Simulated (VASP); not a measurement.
# F (C2/m) in VASP: a series of runs, part 2 of 2

VASP 6.6.1. The steps go on from the part before.

### 4 Single point, PBEsol

The input, INCAR:

```
PREC = Accurate ; ENCUT = 520
EDIFF = 1E-6 ; ISMEAR = 0
SIGMA = 0.05 ; LREAL = F
LASPH = T ; NELM = 80
ALGO = Normal ; ISIF = 2
LWAVE = F ; LCHARG = F
GGA = PS ; NBANDS = 22
```

The input, KPOINTS:

```
Automatic mesh
0
Gamma
  4 4 2
```

The input, POSCAR:

```
F
1.0
    3.0500358212     -1.7529601194     -0.2352450747
    3.0500358212      1.7529601194     -0.2352450747
   -2.2933939439      0.0000000000      7.0201251153
F
4
Direct
    0.0848459664      0.0848459664      0.0940038325
    0.9151540336      0.9151540336      0.9059961675
    0.5015719855      0.5015719855      0.5937195244
    0.4984280145      0.4984280145      0.4062804756
```

Potentials or basis: VASP PAW PBE potentials, release 64 (F).

Started as:

```sh
> cat potpaw_PBE.64/F/POTCAR > POTCAR
> mpirun -np 1 vasp_std > vasp.out
```

OUTCAR:

```text
PREC = Accurate
   ENCUT = 520
   EDIFF = 1E-6
   ISMEAR = 0
   LREAL = F
   LASPH = T
   NELM = 80
   ISIF = 2
   GGA = PS

 ion  position               nearest neighbor table
   1  0.085  0.085  0.094-   2 1.38
   2  0.915  0.915  0.906-   1 1.38
   3  0.502  0.502  0.594-   4 1.38
   4  0.498  0.498  0.406-   3 1.38

  LATTYP: Found a base centered monoclinic cell.
 ALAT       =     6.1181888679
 B/A-ratio  =     0.5730323654
 C/A-ratio  =     1.2070962569
 COS(beta)  =    -0.3827161857

  Lattice vectors:

 A1 = (   3.0500358212,  -1.7529601194,  -0.2352450747)
 A2 = (   3.0500358212,   1.7529601194,  -0.2352450747)
 A3 = (  -2.2933939439,   0.0000000000,   7.0201251153)

Analysis of symmetry for initial positions (statically):
=====================================================================
 Subroutine PRICEL returns:
 Original cell was already a primitive cell.

 Routine SETGRP: Setting up the symmetry group for a
 base centered monoclinic supercell.

 Subroutine GETGRP returns: Found  4 space group operations
 (whereof  4 operations were pure point group operations)
 out of a pool of  4 trial point group operations.

The static configuration has the point symmetry C_2h.

Analysis of symmetry for dynamics (positions and initial velocities):
=====================================================================
 Subroutine PRICEL returns:
 Original cell was already a primitive cell.

 Routine SETGRP: Setting up the symmetry group for a
 base centered monoclinic supercell.

 Subroutine GETGRP returns: Found  4 space group operations
 (whereof  4 operations were pure point group operations)
 out of a pool of  4 trial point group operations.

[... 106 lines left out ...]
   EMIN   =  10.00;   EMAX   =-10.00  energy-range for DOS
   EFERMI =   0.00;   METHOD = LEGACY
   ISMEAR =     0;   SIGMA  =   0.05  broadening in eV -4-tet -1-fermi 0-gaus
   EFERMI_NEDOS =   21; number of points for ismear=-14 and -15
   IALGO  =     38    algorithm
   IMIX   =      4    mixing-type and parameters
     AMIX     =   0.40;   BMIX     =  1.00
     AMIX_MAG =   1.60;   BMIX_MAG =  1.00
  volume/ion in A,a.u.               =      18.29       123.45
  Fermi-wavevector in a.u.,A,eV,Ry     =   1.188515  2.245967 19.219149  1.412568
  Thomas-Fermi vector in A             =   2.324643
   LORBIT       =      0    0 simple, 1 ext, 2 COOP (PROOUT), +10 PAW based schemes
   GGA     = PS    functional components
   LHFCALC =     F    Hartree Fock is set to
   AEXX    =    0.0000 exact exchange contribution
   IVDW    =     0    specifies the selected vdW correction
   LEPSILON=     F    determine dielectric tensor
   LRPA    =     F    only Hartree local field effects (RPA)
 non-spin polarized calculation
 Gauss-broadening in eV      SIGMA  =   0.05
  energy-cutoff  :      520.00
  volume of cell :       73.18
 maximum number of plane-waves:      2004
 NGX is ok and might be reduce to    28

 number of electron      28.0000008 magnetization

 Free energy of the ion-electron system (eV)
  ---------------------------------------------------
  ext. energy  EPLUGINS =         0.00000000
  ---------------------------------------------------
  free energy    TOTEN  =        -7.75378248 eV

  energy without entropy =       -7.75378248  energy(sigma->0) =       -7.75378248

 E-fermi :  -5.2423     XC(G=0):  -6.9532

 val. band max:       -5.4810628757   @ k =   0.5000   0.5000  -0.0000
 cond. band min:      -2.2247180498   @ k =   0.0000   0.0000   0.0000
 fundamental gap:      3.2563448258
 Fermi energy:        -5.2422712180

 k-point     1 :       0.0000    0.0000    0.0000
  band No.  band energies     occupation
      1     -31.0533      2.00000
      2     -30.8920      2.00000
      3     -23.9623      2.00000
      4     -23.6675      2.00000
      5     -12.4159      2.00000
      6     -11.7566      2.00000
[... 339 lines left out ...]
     21       9.4358      0.00000
     22       9.6759      0.00000

------------------------ aborting loop because EDIFF is reached ----------------------------------------

  FORCE on cell =-STRESS in cart. coord.  units (eV):
  Direction    XX          YY          ZZ          XY          YZ          ZX
  --------------------------------------------------------------------------------------
  -------------------------------------------------------------------------------------
  Total        0.3365369     -0.2303852      3.1555720      0.0000000      0.0000000      0.2288843
  in kB        7.3684233     -5.0442483     69.0907660      0.0000000      0.0000000      5.0113875
  external PRESSURE =      23.8049803 kB  Pullay stress =       0.0000000 kB

 VOLUME and BASIS-vectors are now :
 -----------------------------------------------------------------------------
  energy-cutoff  :      520.00
  volume of cell :       73.18
      direct lattice vectors                 reciprocal lattice vectors
     3.050035821 -1.752960119 -0.235245075     0.168169883 -0.285231817  0.054939162
     3.050035821  1.752960119 -0.235245075     0.168169883  0.285231817  0.054939162
    -2.293393944  0.000000000  7.020125115     0.011270778  0.000000000  0.146129637

 POSITION                                       TOTAL-FORCE (eV/Angst)
 -----------------------------------------------------------------------------------
      0.30198      0.00000      0.62000         0.611393      0.000000      1.247978
      3.50470      0.00000      5.92964        -0.611393      0.000000     -1.247978
      1.69799      0.00000      3.93200        -0.419271      0.000000      1.327360
      2.10869      0.00000      2.61763         0.419271      0.000000     -1.327360
 -----------------------------------------------------------------------------------
    total drift:                                0.000000      0.000000     -0.000000

  FREE ENERGIE OF THE ION-ELECTRON SYSTEM (eV)
  ---------------------------------------------------
  free  energy   TOTEN  =        -7.7537824843 eV

  energy  without entropy=       -7.7537824843  energy(sigma->0) =       -7.75378248
```

Run time: 36 s. Hardware: 1 thread of Intel Xeon 8259CL, shared host; peak memory 0.19 GiB.

What came out:

| Item | Value |
| --- | --- |
| Free energy | -7.7538 eV |
| Pressure | 2.4 GPa |
| Largest force | 1.392 eV/Å |
| Band gap on the k mesh | 3.26 eV, indirect (least direct gap 3.35 eV) |

Forces on the atoms (eV/Å):
```
F    0.611  0.000  1.248
F   -0.611  0.000 -1.248
F   -0.419  0.000  1.327
F    0.419  0.000 -1.327
```

Caveat: the k points lie up to 0.53 Å⁻¹ apart; the PAW data sets were made with another functional, which shifts forces and pressure a little.

### 5 Single point, PBEsol

This run uses another cell than the first one, of the same volume but with other edges.

The input, INCAR:

```
ALGO = Normal
EDIFF = 1E-6
ENCUT = 520
GGA = PS
ISIF = 2
ISMEAR = 0
LASPH = True
LCHARG = False
LREAL = False
LWAVE = False
NBANDS = 22
NELM = 100
PREC = Accurate
SIGMA = 0.05
```

The input, KPOINTS:

```
k-points
0
Gamma
  4 4 2
```

The input, POSCAR:

```
F
1.0
    2.9224199944     -1.7908251732     -0.2254022412
    2.9224199944      1.7908251732     -0.2254022412
   -2.1641496287      0.0000000000      7.1579749903
F
4
Direct
    0.0848459664      0.0848459664      0.0940038325
    0.9151540336      0.9151540336      0.9059961675
    0.5015719855      0.5015719855      0.5937195244
    0.4984280145      0.4984280145      0.4062804756
```

Started as:

```sh
> cat potpaw_PBE.64/F/POTCAR > POTCAR
> mpirun -np 1 vasp_std > vasp.out
```

Wall time 37 s (1 thread of Intel Xeon 8259CL, shared host); peak memory 0.19 GiB.

Results (log left out):

```yaml
Free_energy: -7.7898 eV
Pressure: 0.8 GPa
Largest_force: 0.623 eV/Å
Band_gap_on_the_k_mesh: 3.01 eV, indirect (least direct gap 3.09 eV)
```

Forces on the atoms (eV/Å):
```
F    0.256  0.000  0.567
F   -0.256  0.000 -0.567
F   -0.177  0.000  0.591
F    0.177  0.000 -0.591
```

Stress tensor (GPa, compression positive):
```
 0.06  0.00  0.23
 0.00 -0.50  0.00
 0.23  0.00  2.87
```

Levels at points of the mesh, in eV from the valence-band top:
```
           k point  band 11  band 12  band 13  band 14  band 15  band 16  band 17  band 18
(0.00, 0.00, 0.00)    -0.30    -0.18    -0.10    -0.08     3.01     3.88     8.70    11.09
(0.50, 0.00, 0.00)    -0.40    -0.30    -0.28    -0.15     3.48     3.58    12.64    12.80
(0.50, 0.50, 0.00)    -0.37    -0.31    -0.21     0.00     3.42     3.59    13.04    13.51
(0.00, 0.00, 0.50)    -0.28    -0.17    -0.14    -0.08     3.38     3.48     9.52     9.55
(0.50, 0.00, 0.50)    -0.50    -0.32    -0.20    -0.06     3.27     3.75    12.54    13.44
(0.50, 0.50, 0.50)    -0.41    -0.28    -0.20    -0.11     3.48     3.58    12.84    12.99
```

Caveat: the k points lie up to 0.52 Å⁻¹ apart; the PAW data sets were made with another functional, which shifts forces and pressure a little. A k mesh can miss the band edges.

### 6 Single point, PBEsol

This run uses another cell than the first one, of 18.76 Å³/atom, 1.025 times its volume.

The input, INCAR:

```
ALGO     = Normal         # electronic algorithm
EDIFF    = 1E-7           # SCF threshold, eV
ENCUT    = 520            # plane-wave cutoff, eV
GGA      = PS             # functional
ISIF     = 2              # what is computed and relaxed
ISMEAR   = 0              # smearing method
LASPH    = T              # aspherical terms in the spheres
LCHARG   = F              # write CHGCAR
LREAL    = F              # projectors in reciprocal space
LWAVE    = F              # write WAVECAR
NBANDS   = 22             # bands
NELM     = 100            # most SCF steps
PREC     = Accurate       # precision mode
SIGMA    = 0.05           # smearing width, eV
```

KPOINTS is that of step 5.

The input, POSCAR:

```
F
1.0
    3.0428107665     -1.7770629335     -0.2346878162
    3.0428107665      1.7770629335     -0.2346878162
   -2.2795040021      0.0000000000      7.1131468235
F
4
Direct
    0.0848459664      0.0848459664      0.0940038325
    0.9151540336      0.9151540336      0.9059961675
    0.5015719855      0.5015719855      0.5937195244
    0.4984280145      0.4984280145      0.4062804756
```

Potentials or basis: VASP PAW PBE potentials, release 64 (F).

Started as:

```sh
> cat potpaw_PBE.64/F/POTCAR > POTCAR
> mpirun -np 1 vasp_std > vasp.out
```

Wall time 39 s (1 thread of Intel Xeon 8259CL, shared host); peak memory 0.19 GiB.

The run converged. Its results:

```yaml
Free_energy: -7.7878 eV
Pressure: 0.9 GPa
Largest_force: 0.708 eV/Å
Band_gap_on_the_k_mesh: 3.07 eV, indirect (least direct gap 3.16 eV)
```

Forces on the atoms (eV/Å):
```
F    0.307  0.000  0.638
F   -0.307  0.000 -0.638
F   -0.209  0.000  0.675
F    0.209  0.000 -0.675
```

Stress tensor (GPa, compression positive):
```
 0.10  0.00  0.25
 0.00 -0.51  0.00
 0.25  0.00  3.21
```

Levels at points of the mesh, in eV from the valence-band top:
| k point | band 11 | band 12 | band 13 | band 14 | band 15 | band 16 | band 17 | band 18 |
| --- | --- | --- | --- | --- | --- | --- | --- | --- |
| (0.00, 0.00, 0.00) | -0.33 | -0.18 | -0.11 | -0.09 | 3.07 | 3.88 | 8.62 | 11.06 |
| (0.50, 0.00, 0.00) | -0.38 | -0.30 | -0.29 | -0.17 | 3.50 | 3.60 | 12.54 | 12.69 |
| (0.50, 0.50, 0.00) | -0.35 | -0.29 | -0.20 | 0.00 | 3.45 | 3.59 | 12.86 | 13.16 |
| (0.00, 0.00, 0.50) | -0.29 | -0.18 | -0.17 | -0.09 | 3.41 | 3.50 | 9.47 | 9.49 |
| (0.50, 0.00, 0.50) | -0.49 | -0.33 | -0.20 | -0.07 | 3.32 | 3.75 | 12.45 | 13.30 |
| (0.50, 0.50, 0.50) | -0.38 | -0.26 | -0.19 | -0.10 | 3.50 | 3.59 | 12.54 | 12.68 |

Caveat: the k points lie up to 0.52 Å⁻¹ apart; the PAW data sets were made with another functional, which shifts forces and pressure a little. As with any semilocal functional, this PBEsol gap is likely too small.

### 7 Summary

```csv
cell,gap on the mesh (eV),pressure (GPa),largest force (eV/Å)
"a = 3.574, b = 3.574, c = 7.342 Å, angles 110.1, 110.1, 58.1°, 4 atoms",3.38,3.2,1.79
"a = 3.625, b = 3.625, c = 7.301 Å, angles 110.8, 110.8, 56.5°, 4 atoms",3.50,3.9,2.18
"a = 3.526, b = 3.526, c = 7.385 Å, angles 109.4, 109.4, 59.6°, 4 atoms",3.26,2.4,1.39
"a = 3.435, b = 3.435, c = 7.478 Å, angles 108.0, 108.0, 62.8°, 4 atoms",3.01,0.8,0.62
"a = 3.532, b = 3.532, c = 7.469 Å, angles 109.0, 109.0, 60.4°, 4 atoms",3.07,0.9,0.71
```

Alike in all rows: task single point; level PBEsol; potentials or basis VASP PAW PBE potentials, release 64 (F); no spin polarisation; k mesh 4 × 4 × 2; cutoff (eV) 520; smearing gaussian 0.05 eV.

Caveats: all runs use coarse meshes; the PAW data sets were made with another functional, which shifts forces and pressure a little.

Total energies depend on the potentials used, so only differences within one code and one set of settings carry meaning.
